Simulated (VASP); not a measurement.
Here is a VASP 6.6.1 calculation.

The input INCAR:

```
PREC     = Accurate       # precision mode
ENCUT    = 520            # plane-wave cutoff, eV
EDIFF    = 1E-7           # SCF threshold, eV
ISMEAR   = -1             # smearing method
SIGMA    = 0.05           # smearing width, eV
LREAL    = False          # projectors in reciprocal space
LASPH    = True           # aspherical terms in the spheres
NELM     = 100            # most SCF steps
ALGO     = Normal         # electronic algorithm
ISIF     = 2              # what is computed and relaxed
LWAVE    = False          # write WAVECAR
LCHARG   = True           # write CHGCAR
GGA      = B5             # functional
ALDAX    = 1.0          
AGGAX    = 1.0          
AGGAC    = 1.0          
ALDAC    = 0.0          
IVDW     = 13             # dispersion correction
VDW_S6   = 1.0          
VDW_S8   = 2.34076671   
VDW_A1   = 0.44488865   
VDW_A2   = 4.0933009    
LELF     = True           # ELF
LVHAR    = True         
NBANDS   = 16             # bands
```

The input KPOINTS:

```
regular mesh
0
Gamma
  10 10 8
```

Contents of POSCAR:

```
ZrB2
1.0
    3.1486297046      0.0000000000      0.0000000000
   -1.5743148523      2.7267933113      0.0000000000
    0.0000000000      0.0000000000      3.5246940578
Zr B
1 2
Direct
    0.0000000000      0.0000000000      0.0000000000
    0.6666666667      0.3333333333      0.5000000000
    0.3333333333      0.6666666667      0.5000000000
```

Potentials or basis: VASP PAW PBE potentials, release 64 (Zr_sv, B).

Command:

```console
$ cat potpaw_PBE.64/Zr_sv/POTCAR potpaw_PBE.64/B/POTCAR > POTCAR
$ mpirun -np 1 vasp_std > vasp.out
```

Problem. Predict the pressure.

Solution. 0.4 GPa.

Problem. What does it give for the dispersion energy per atom?

Solution. -0.605 eV.

Problem. What does it give for the band gap on the k mesh?

Solution. Zero (band 9 reaches 11.85 eV, above the bottom of band 10 at 10.97 eV).

Stress tensor (GPa, compression positive):
```
0.33 0.00 0.00
0.00 0.33 0.00
0.00 0.00 0.54
```

Caveat: the PAW data sets were made with another functional, which shifts forces and pressure a little; pairwise dispersion overbinds metals, which lowers pressure and volume.
